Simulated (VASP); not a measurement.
AgB2, 3 atoms in the cell. Symmetry: P6/mmm, No. 191, hexagonal system. Conventional cell: a = 3.000 Å, b = 3.000 Å, c = 3.240 Å, α = 90.00°, β = 90.00°, γ = 120.00°. Ag (site symmetry 6/mmm) has 12 B at 2.37 Å and 6 Ag at 3.00 Å within 3.1 Å. Within 2.3 Å of B (site symmetry -6m2) lie 3 B at 1.73 Å. 

```yaml
Program: VASP 6.6.1
Task: electric field gradients
Functional: PBE
Potentials_or_basis: VASP PAW PBE potentials, release 64 (Ag, B)
Cutoff: 520 eV
k_mesh: 16 × 16 × 13
Occupations: fermi-dirac, width 0.05 eV
Spin: no spin polarisation
Dipole_correction: no
Further_INCAR_settings: ALGO = Normal; EDIFF = 1e-08; NBANDS = 16
```

Potentials or basis: VASP PAW PBE potentials, release 64 (Ag, B).

Run with:

```bash
$ cat potpaw_PBE.64/Ag/POTCAR potpaw_PBE.64/B/POTCAR > POTCAR
$ mpirun -np 1 vasp_std > vasp.out
```

Hardware: 1 thread of AMD EPYC 7R43 64-Core Processor (Zen 3), on a shared host.

How long does it take, and how much memory?

It took 120 s on 1 thread of AMD EPYC 7R43 64-Core Processor (Zen 3), on a shared host, peak memory 0.17 GiB. Counts: scf iterations 15, k points 210.
